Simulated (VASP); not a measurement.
Au, 1 atom in the cell. It takes space group Pm-3m (No. 221, cubic). The conventional cell has a = 2.739 Å, b = 2.739 Å, c = 2.739 Å, α = 90.00°, β = 90.00°, γ = 90.00°. Au (site symmetry m-3m) has 6 Au at 2.74 Å within 3.6 Å.  This cell differs from its parent crystal: volume scaled by 0.92.

```yaml
Program: VASP 6.6.1
Task: single point
Functional: BLYP
Potentials_or_basis: VASP PAW PBE potentials, release 64 (Au)
Cutoff: 520 eV
k_mesh: 13 × 13 × 13
Occupations: fermi-dirac, width 0.1 eV
Spin: no spin polarisation
Dipole_correction: no
Further_INCAR_settings: ALGO = Normal; EDIFF = 1e-06; NBANDS = 12
```

Potentials or basis: VASP PAW PBE potentials, release 64 (Au).

Run with:

```console
$ cat potpaw_PBE.64/Au/POTCAR > POTCAR
$ mpirun -np 1 vasp_std > vasp.out
```

Hardware: 1 thread of Intel Xeon 6975P-C, on a shared host.

Q: Estimate the wall time of this run.

A: Wall time 13 s on 1 thread of Intel Xeon 6975P-C, on a shared host, peak memory 0.14 GiB. Counts: scf iterations 11, k points 84.
